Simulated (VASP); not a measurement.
SiC: single point with PBEsol

Crystal: SiC.

```
CELL_PARAMETERS angstrom
2.13485 2.13485 0.00000
-2.13485 2.13485 0.00000
0.00000 2.13485 2.20456
ATOMIC_POSITIONS crystal
Si 0.00000 0.00000 0.00000
C 0.75000 0.25000 0.50000
```

This cell differs from its parent crystal: in-plane strain -0.02.

| Property | Result |
| --- | --- |
| Program | VASP 6.6.1 |
| Task | single point |
| Functional | PBEsol |
| Potentials or basis | VASP PAW PBE potentials, release 64 (Si, C) |
| Cutoff | 520 eV |
| k mesh | 10 × 10 × 10 |
| Occupations | gaussian, width 0.01 eV |
| Spin | no spin polarisation |
| Dipole correction | no |
| Further INCAR settings | ALGO = Normal; EDIFF = 1e-06; NBANDS = 11 |

The pressure is 7.0 GPa and the band gap on the k mesh is 1.03 eV, indirect (least direct gap 4.44 eV).

Stress tensor (GPa, compression positive):
```
9.87 0.00 0.00
0.00 9.87 0.00
0.00 0.00 1.15
```

Levels at points of the mesh, in eV from the valence-band top:
```csv
k point,band 1,band 2,band 3,band 4,band 5,band 6,band 7,band 8,band 9
"(0.00, 0.00, 0.00)",-15.74,-0.23,0.00,0.00,6.44,7.35,7.35,7.42,14.00
"(0.50, 0.00, 0.00)",-12.02,-8.84,-1.35,-0.94,5.43,7.06,7.43,10.01,16.20
"(0.50, 0.50, 0.00)",-10.44,-7.87,-3.49,-3.43,1.03,4.04,13.63,14.69,15.13
"(0.00, 0.00, 0.50)",-10.70,-8.28,-3.11,-3.11,1.33,4.60,14.31,14.31,14.65
```

Run time: 18 s on 1 thread of Intel Xeon 8259CL, on a shared host, peak memory 0.15 GiB.

Caveat: the cell differs from its parent crystal (in-plane strain -0.02); the PAW data sets were made with another functional, which shifts forces and pressure a little. A k mesh can miss the band edges.
